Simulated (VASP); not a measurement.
# SnO2 (P4_2/mnm) in VASP: a series of runs

SnO2 is run at these levels: r2SCAN, PBE; tasks: single point.

Program: VASP 6.6.1. These are calculated values, not measurements. Logs are shortened: lines on timing, memory, paths and dates and some standing lists are left out, and cuts for length are marked.

### Step 1. The cell of the first run

It takes space group P4_2/mnm (No. 136, tetragonal). Conventional cell: a = 4.760 Å, b = 4.760 Å, c = 3.200 Å, α = 90.00°, β = 90.00°, γ = 90.00°. Within 2.7 Å of Sn (site symmetry mmm) lie 6 O at 2.06 to 2.07 Å. Within 2.7 Å of O (site symmetry m2m) lie 3 Sn at 2.06 to 2.07 Å and 1 O at 2.61 Å.

### Step 2. Single point, r2SCAN

Input file POSCAR:

```
SnO2
1.0
    4.7604949017      0.0000000000      0.0000000000
    0.0000000000      4.7604949017      0.0000000000
    0.0000000000      0.0000000000      3.2001628142
Sn O
2 4
Direct
    0.0000000000      0.0000000000      0.0000000000
    0.5000000000      0.5000000000      0.5000000000
    0.3058809152      0.3058809152      0.0000000000
    0.1941190848      0.8058809152      0.5000000000
    0.6941190848      0.6941190848      0.0000000000
    0.8058809152      0.1941190848      0.5000000000
```

Input file INCAR.step1:

```
ALGO     = Normal         # electronic algorithm
EDIFF    = 1E-4           # SCF threshold, eV
ENCUT    = 520            # plane-wave cutoff, eV
GGA      = PE             # functional
ISMEAR   = 0              # smearing method
LASPH    = True           # aspherical terms in the spheres
LCHARG   = False          # write CHGCAR
LREAL    = False          # projectors in reciprocal space
LWAVE    = True           # write WAVECAR
NBANDS   = 35             # bands
NELM     = 100            # most SCF steps
PREC     = Accurate       # precision mode
SIGMA    = 0.01           # smearing width, eV
```

Input file INCAR.step2:

```
ALGO     = Normal         # electronic algorithm
EDIFF    = 1E-6           # SCF threshold, eV
ENCUT    = 520            # plane-wave cutoff, eV
ISIF     = 2              # what is computed and relaxed
ISMEAR   = 0              # smearing method
ISTART   = 1            
LASPH    = True           # aspherical terms in the spheres
LCHARG   = False          # write CHGCAR
LMIXTAU  = True         
LREAL    = False          # projectors in reciprocal space
LWAVE    = False          # write WAVECAR
METAGGA  = R2SCAN         # meta-GGA
NBANDS   = 35             # bands
NELM     = 100            # most SCF steps
PREC     = Accurate       # precision mode
SIGMA    = 0.01           # smearing width, eV
```

Input file KPOINTS:

```
k-points
0
Gamma
  4 4 6
```

Potentials or basis: VASP PAW PBE potentials, release 64 (Sn_d, O).

Started as:

```
$ cat potpaw_PBE.64/Sn_d/POTCAR potpaw_PBE.64/O/POTCAR > POTCAR
$ cp INCAR.step1 INCAR
$ mpirun -np 1 vasp_std > vasp.out
$ cp INCAR.step2 INCAR
$ mpirun -np 1 vasp_std > vasp.out
```

OUTCAR:

```text
EDIFF = 1E-6
   ENCUT = 520
   ISIF = 2
   ISMEAR = 0
   ISTART = 1
   LASPH = True
   LREAL = False
   METAGGA = R2SCAN
   NELM = 100
   PREC = Accurate

 ion  position               nearest neighbor table
   1  0.000  0.000  0.000-   3 2.06   5 2.06   4 2.07   6 2.07   4 2.07   6 2.07   2 3.73   2 3.73
                             2 3.73   2 3.73   2 3.73   2 3.73   2 3.73   2 3.73
   2  0.500  0.500  0.500-   4 2.06   6 2.06   5 2.07   3 2.07   3 2.07   5 2.07   1 3.73   1 3.73
                             1 3.73   1 3.73   1 3.73   1 3.73   1 3.73   1 3.73
   3  0.306  0.306  0.000-   1 2.06   2 2.07   2 2.07
   4  0.194  0.806  0.500-   2 2.06   1 2.07   1 2.07
   5  0.694  0.694  0.000-   1 2.06   2 2.07   2 2.07
   6  0.806  0.194  0.500-   2 2.06   1 2.07   1 2.07

  LATTYP: Found a simple tetragonal cell.
 ALAT       =     4.7604949017
 C/A-ratio  =     0.6722332195

  Lattice vectors:

 A1 = (   4.7604949017,   0.0000000000,   0.0000000000)
 A2 = (   0.0000000000,   4.7604949017,   0.0000000000)
 A3 = (   0.0000000000,   0.0000000000,   3.2001628142)

Analysis of symmetry for initial positions (statically):
=====================================================================
 Subroutine PRICEL returns:
 Original cell was already a primitive cell.

 Routine SETGRP: Setting up the symmetry group for a
 simple tetragonal supercell.

 Subroutine GETGRP returns: Found 16 space group operations
 (whereof  8 operations were pure point group operations)
 out of a pool of 16 trial point group operations.

The static configuration has the point symmetry D_2h.
 The point group associated with its full space group is D_4h.

Analysis of symmetry for dynamics (positions and initial velocities):
=====================================================================
 Subroutine PRICEL returns:
 Original cell was already a primitive cell.

 Routine SETGRP: Setting up the symmetry group for a
 simple tetragonal supercell.

 Subroutine GETGRP returns: Found 16 space group operations
 (whereof  8 operations were pure point group operations)
 out of a pool of 16 trial point group operations.

The dynamic configuration has the point symmetry D_2h.
 The point group associated with its full space group is D_4h.

 Subroutine INISYM returns: Found 16 space group operations
 (whereof  8 operations are pure point group operations),
 and found     1 'primitive' translations

----------------------------------------------------------------------------------------

                                     Primitive cell

  volume of cell :      72.5231

  direct lattice vectors                    reciprocal lattice vectors
     4.760494902  0.000000000  0.000000000     0.210062193  0.000000000  0.000000000
     0.000000000  4.760494902  0.000000000     0.000000000  0.210062193  0.000000000
     0.000000000  0.000000000  3.200162814     0.000000000  0.000000000  0.312484101

  length of vectors
     4.760494902  4.760494902  3.200162814     0.210062193  0.210062193  0.312484101

  position of ions in fractional coordinates (direct lattice)
     0.000000000  0.000000000  0.000000000
     0.500000000  0.500000000  0.500000000
     0.305880915  0.305880915  0.000000000
     0.194119085  0.805880915  0.500000000
     0.694119085  0.694119085  0.000000000
     0.805880915  0.194119085  0.500000000

  ion indices of the primitive-cell ions
   primitive index   ion index
                 1           1
                 2           2
                 3           3
                 4           4
                 5           5
                 6           6

----------------------------------------------------------------------------------------

 KPOINTS: k-points

Automatic generation of k-mesh.
 Grid dimensions read from file:
 generate k-points for:    4    4    6

 Generating k-lattice:

  Cartesian coordinates                     Fractional coordinates (reciprocal lattice)
     0.052515548  0.000000000  0.000000000     0.250000000  0.000000000  0.000000000
     0.000000000  0.052515548  0.000000000     0.000000000  0.250000000  0.000000000
     0.000000000  0.000000000  0.052080683     0.000000000  0.000000000  0.166666667

  Length of vectors
     0.052515548  0.052515548  0.052080683

  Shift w.r.t. Gamma in fractional coordinates (k-lattice)
     0.000000000  0.000000000  0.000000000

 Subroutine IBZKPT returns following result:
 ===========================================

 Found     24 irreducible k-points:

 Following reciprocal coordinates:
            Coordinates               Weight
  0.000000  0.000000  0.000000      1.000000
  0.250000  0.000000  0.000000      4.000000
  0.500000  0.000000  0.000000      2.000000
  0.250000  0.250000  0.000000      4.000000
  0.500000  0.250000  0.000000      4.000000
  0.500000  0.500000  0.000000      1.000000
[... 16 lines left out ...]
  0.500000  0.250000  0.500000      4.000000
  0.500000  0.500000  0.500000      1.000000
   k-points           NKPTS =     24   k-points in BZ     NKDIM =     24   number of bands    NBANDS=     35
   number of dos      NEDOS =    301   number of ions     NIONS =      6
   total plane-waves  NPLWV =  31104
   dimension x,y,z NGX =    36 NGY =   36 NGZ =   24
   dimension x,y,z NGXF=    72 NGYF=   72 NGZF=   48
   ions per type =               2   4
   NGX,Y,Z   is equivalent  to a cutoff of  12.57, 12.57, 12.47 a.u.
   NGXF,Y,Z  is equivalent  to a cutoff of  25.14, 25.14, 24.94 a.u.
 SYSTEM =  unknown system
   PREC   = accura    normal or accurate (medium, high low for compatibility)
   ISTART =      1    job   : 0-new  1-cont  2-samecut
   ICHARG =      0    charge: 1-file 2-atom 10-const
   ISPIN  =      1    spin polarized calculation?
   LNONCOLLINEAR =      F non collinear calculations
   LSORBIT =      F    spin-orbit coupling
   LASPH  =      T    aspherical Exc in radial PAW
   ENCUT  =  520.0 eV  38.22 Ry    6.18 a.u.   8.85  8.85  5.95*2*pi/ulx,y,z
   NELM   =    100;   NELMIN=  2; NELMDL=  0     # of ELM steps
   EDIFF  = 0.1E-05   stopping-criterion for ELM
   LREAL  =      F    real-space projection
   EDIFFG = 0.1E-04   stopping-criterion for IOM
   NSW    =      0    number of steps for IOM
   IBRION =     -1    ionic relax: 0-MD 1-quasi-New 2-CG
   NFREE  =      0    steps in history (QN), initial steepest desc. (CG)
   ISIF   =      2    stress and relaxation
   ISYM   =      2    0-nonsym 1-usesym 2-fastsym
   POTIM  = 0.5000    time-step for ionic-motion
   TEBEG  =    0.0;   TEEND  =   0.0 temperature during run
   PSTRESS=    0.0 pullay stress
   NELECT =      52.0000    total number of electrons
   NUPDOWN=      -1.0000    fix difference up-down
   EMIN   =  10.00;   EMAX   =-10.00  energy-range for DOS
   EFERMI =   0.00;   METHOD = LEGACY
   ISMEAR =     0;   SIGMA  =   0.01  broadening in eV -4-tet -1-fermi 0-gaus
   EFERMI_NEDOS =   21; number of points for ismear=-14 and -15
   IALGO  =     38    algorithm
   IMIX   =      4    mixing-type and parameters
     AMIX     =   0.40;   BMIX     =  1.00
     AMIX_MAG =   1.60;   BMIX_MAG =  1.00
  volume/ion in A,a.u.               =      12.09        81.57
  Fermi-wavevector in a.u.,A,eV,Ry     =   1.465268  2.768956 29.211865  2.147011
  Thomas-Fermi vector in A             =   2.581146
   LORBIT       =      0    0 simple, 1 ext, 2 COOP (PROOUT), +10 PAW based schemes
   METAGGA = R2SCAN    functional components
   LHFCALC =     F    Hartree Fock is set to
   AEXX    =    0.0000 exact exchange contribution
   IVDW    =     0    specifies the selected vdW correction
   LEPSILON=     F    determine dielectric tensor
   LRPA    =     F    only Hartree local field effects (RPA)
 non-spin polarized calculation
 Gauss-broadening in eV      SIGMA  =   0.01
  energy-cutoff  :      520.00
  volume of cell :       72.52
 maximum number of plane-waves:      1992
 NGX is ok and might be reduce to    36
   NGX = 17   NGY = 17   NGZ = 11

 number of electron      52.0000003 magnetization

 Free energy of the ion-electron system (eV)
  ---------------------------------------------------
  ext. energy  EPLUGINS =         0.00000000
  ---------------------------------------------------
  free energy    TOTEN  =       -84.62880246 eV

  energy without entropy =      -84.62880246  energy(sigma->0) =      -84.62880246

 E-fermi :   5.6293     XC(G=0): -11.9691

 val. band max:        5.5573311420   @ k =   0.0000   0.0000   0.0000
 cond. band min:       7.3510388478   @ k =   0.0000   0.0000   0.0000
 fundamental gap:      1.7937077058
 Fermi energy:         5.6293430861

 k-point     1 :       0.0000    0.0000    0.0000
  band No.  band energies     occupation
      1     -16.1807      2.00000
      2     -15.2677      2.00000
      3     -14.9675      2.00000
      4     -14.9675      2.00000
      5     -14.9452      2.00000
      6     -14.9062      2.00000
[... 27 lines left out ...]
     34      18.6527      0.00000
     35      18.9983      0.00000

 k-point     2 :       0.2500    0.0000    0.0000
  band No.  band energies     occupation
      1     -16.0754      2.00000
      2     -15.4117      2.00000
      3     -14.9659      2.00000
      4     -14.9642      2.00000
      5     -14.9641      2.00000
      6     -14.9496      2.00000
[... 27 lines left out ...]
     34      18.5922      0.00000
     35      18.9161      0.00000

 k-point     3 :       0.5000    0.0000    0.0000
  band No.  band energies     occupation
      1     -15.7805      2.00000
      2     -15.7805      2.00000
      3     -14.9641      2.00000
      4     -14.9641      2.00000
      5     -14.9608      2.00000
      6     -14.9608      2.00000
[... 27 lines left out ...]
     34      18.7655      0.00000
     35      19.1331      0.00000
[... 723 lines left out ...]
 k-point    23 :       0.5000    0.2500    0.5000
  band No.  band energies     occupation
      1     -16.0284      2.00000
      2     -16.0284      2.00000
      3     -15.1751      2.00000
      4     -15.1751      2.00000
      5     -14.7912      2.00000
      6     -14.7912      2.00000
[... 27 lines left out ...]
     34      18.0121      0.00000
     35      19.2065      0.00000

 k-point    24 :       0.5000    0.5000    0.5000
  band No.  band energies     occupation
      1     -15.9104      2.00000
      2     -15.9104      2.00000
      3     -15.3894      2.00000
      4     -15.3894      2.00000
      5     -14.7858      2.00000
      6     -14.7858      2.00000
[... 27 lines left out ...]
     34      17.6169      0.00000
     35      19.5198      0.00000

------------------------ aborting loop because EDIFF is reached ----------------------------------------

  FORCE on cell =-STRESS in cart. coord.  units (eV):
  Direction    XX          YY          ZZ          XY          YZ          ZX
  --------------------------------------------------------------------------------------
  -------------------------------------------------------------------------------------
  Total        0.4018759      0.4018759      0.6590237      0.0000000      0.0000000      0.0000000
  in kB        8.8782280      8.8782280     14.5591266      0.0000000      0.0000000      0.0000000
  external PRESSURE =      10.7718609 kB  Pullay stress =       0.0000000 kB

 VOLUME and BASIS-vectors are now :
 -----------------------------------------------------------------------------
  energy-cutoff  :      520.00
  volume of cell :       72.52
      direct lattice vectors                 reciprocal lattice vectors
     4.760494902  0.000000000  0.000000000     0.210062193  0.000000000  0.000000000
     0.000000000  4.760494902  0.000000000     0.000000000  0.210062193  0.000000000
     0.000000000  0.000000000  3.200162814     0.000000000  0.000000000  0.312484101

 POSITION                                       TOTAL-FORCE (eV/Angst)
 -----------------------------------------------------------------------------------
      0.00000      0.00000      0.00000        -0.000000     -0.000000     -0.000000
      2.38025      2.38025      1.60008        -0.000000     -0.000000     -0.000000
      1.45614      1.45614      0.00000        -0.016924     -0.016924      0.000000
      0.92410      3.83639      1.60008         0.016924     -0.016924     -0.000000
      3.30435      3.30435      0.00000         0.016924      0.016924     -0.000000
      3.83639      0.92410      1.60008        -0.016924      0.016924     -0.000000
 -----------------------------------------------------------------------------------
    total drift:                                0.000000      0.000000     -0.000000

  FREE ENERGIE OF THE ION-ELECTRON SYSTEM (eV)
  ---------------------------------------------------
  free  energy   TOTEN  =       -84.6288024621 eV

  energy  without entropy=      -84.6288024621  energy(sigma->0) =      -84.62880246
```

Wall time 3.4 min (1 thread of AMD EPYC 7R13, shared host); peak memory 0.17 GiB.

Results:

- Free energy: -84.6288 eV
- Pressure: 1.1 GPa
- Largest force: 0.024 eV/Å
- Band gap on the k mesh: 1.79 eV

Forces on the atoms (eV/Å):
```
Sn   0.000  0.000  0.000
Sn   0.000  0.000  0.000
O   -0.017 -0.017  0.000
O    0.017 -0.017  0.000
O    0.017  0.017  0.000
O   -0.017  0.017  0.000
```

Stress tensor (GPa, compression positive):
```
0.89 0.00 0.00
0.00 0.89 0.00
0.00 0.00 1.46
```

Levels at points of the mesh, in eV from the valence-band top:
| k point | band 22 | band 23 | band 24 | band 25 | band 26 | band 27 | band 28 | band 29 | band 30 | band 31 |
| --- | --- | --- | --- | --- | --- | --- | --- | --- | --- | --- |
| (0.00, 0.00, 0.00) | -1.22 | -1.22 | -0.78 | -0.78 | 0.00 | 1.79 | 6.82 | 7.05 | 7.05 | 11.10 |
| (0.50, 0.00, 0.00) | -1.97 | -1.17 | -1.17 | -0.62 | -0.62 | 5.00 | 5.00 | 7.81 | 7.81 | 11.89 |
| (0.50, 0.50, 0.00) | -1.96 | -1.30 | -1.30 | -0.92 | -0.92 | 5.44 | 5.44 | 8.22 | 8.22 | 11.92 |
| (0.00, 0.00, 0.50) | -2.59 | -1.67 | -1.67 | -1.27 | -1.27 | 6.87 | 6.87 | 10.53 | 10.53 | 11.56 |
| (0.50, 0.00, 0.50) | -1.73 | -1.11 | -1.11 | -0.69 | -0.69 | 7.15 | 7.15 | 8.85 | 8.85 | 11.93 |
| (0.50, 0.50, 0.50) | -2.35 | -0.96 | -0.96 | -0.85 | -0.85 | 5.52 | 5.52 | 9.65 | 9.65 | 11.91 |

Caveat: the PAW data sets were made with another functional, which shifts forces and pressure a little; spin-orbit coupling is left out, which moves the levels of the heavy elements.

(Continued in part 2 of 3.)
